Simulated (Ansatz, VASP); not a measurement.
# Zr: VASP beside Ansatz

File INCAR:

```
SYSTEM = Zr
ALGO = Normal
EDIFF = 1E-7
EDIFFG = -0.005
ENCUT = 500
GGA = PE
GGA_COMPAT = .False.
IBRION = 2
ISIF = 3
ISMEAR = -1
LASPH = .True.
LCHARG = .False.
LREAL = .False.
LWAVE = .False.
NELM = 120
NELMIN = 4
NSW = 80
PREC = Accurate
SIGMA = 0.05
```

Contents of KPOINTS:

```
k-points
0
Gamma
  8 8 8
  0 0 0
```

File POSCAR:

```
Zr
1.0
   -1.8100000000      1.8100000000      1.8100000000
    1.8100000000     -1.8100000000      1.8100000000
    1.8100000000      1.8100000000     -1.8100000000
Zr
1
Direct
    0.0000000000      0.0000000000      0.0000000000
```

File input.yaml:

```yaml
crystal:
  lattice:
    - [-1.81, 1.81, 1.81]
    - [1.81, -1.81, 1.81]
    - [1.81, 1.81, -1.81]
  atoms:
    - { symbol: Zr, position: [0.0, 0.0, 0.0] }
kpoints:
  mp_grid: { grid: [8, 8, 8] }
scf:
  occupations: { method: fermi_dirac, width: 0.05 }
hamiltonian:
  xc: pbe
  pseudopotentials: { kind: all_electron, lapw: { basis_error: 0.002 } }
output:
  forces: true
  stress: true
relax:
  f_tol: 0.005
  max_steps: 60
  cell: {}
```

Alike in both runs: task relaxation of cell and atoms; functional PBE; k mesh 8 × 8 × 8; occupations fermi-dirac, width 0.05 eV; no spin polarisation.

|  | VASP | Ansatz |
| --- | --- | --- |
| version | VASP 6.6.1 | Ansatz 0.2.0 |
| potentials or method | VASP PAW PBE potentials, release 64 (Zr_sv), cutoff 500 eV | all-electron LAPW, scalar-relativistic |

|  | VASP | Ansatz | Ansatz less VASP |
| --- | --- | --- | --- |
| relaxed volume (Å³/atom) | 22.99 | 22.99 | -0.004 |
| relaxed cell length with the largest relative difference (Å) | 3.103 | 3.103 | -0.0002 |

Ansatz ran all-electron here, and VASP with PAW potentials.

Noted on Ansatz's run: the k mesh is thin for a metal, which can move the energy by tens of meV per atom.
